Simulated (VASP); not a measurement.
A run of VASP 6.6.1 is set up as follows.

INCAR

```
PREC = Accurate ; ENCUT = 600
EDIFF = 1E-6 ; ISMEAR = 0
SIGMA = 0.2 ; LREAL = F
LASPH = T ; NELM = 120
ALGO = Normal ; ISIF = 2
LWAVE = F ; LCHARG = F
GGA = PE ; NBANDS = 20
GGA_COMPAT = F
```

File KPOINTS:

```
Automatic mesh
0
Gamma
  5 5 5
```

Contents of POSCAR:

```
B2N
1.0
   -1.8567100092      1.8567100092      2.6928144165
    1.8567100092     -1.8567100092      2.6928144165
    1.8567100092      1.8567100092     -2.6928144165
B N
4 2
Direct
    0.6742661044      0.1742661044      0.8485322088
    0.1742661044      0.3257338956      0.5000000000
    0.3257338956      0.8257338956      0.1514677912
    0.8257338956      0.6742661044      0.5000000000
    0.2500000000      0.2500000000      0.0000000000
    0.7500000000      0.7500000000      0.0000000000
```

Potentials or basis: VASP PAW PBE potentials, release 64 (B, N).

Command:

```console
$ cat potpaw_PBE.64/B/POTCAR potpaw_PBE.64/N/POTCAR > POTCAR
$ mpirun -np 1 vasp_std > vasp.out
```

**Question.** Predict the largest force.

**Answer.** 0.009 eV/Å.

**Question.** Estimate the band gap on the k mesh.

**Answer.** Zero (band 11 reaches 10.26 eV, above the bottom of band 12 at 6.06 eV).

**Question.** Predict the pressure.

**Answer.** -0.2 GPa.

Stress tensor (GPa, compression positive):
```
-0.24  0.00  0.00
 0.00 -0.24  0.00
 0.00  0.00 -0.04
```

Caveat: the k points lie up to 0.48 Å⁻¹ apart.
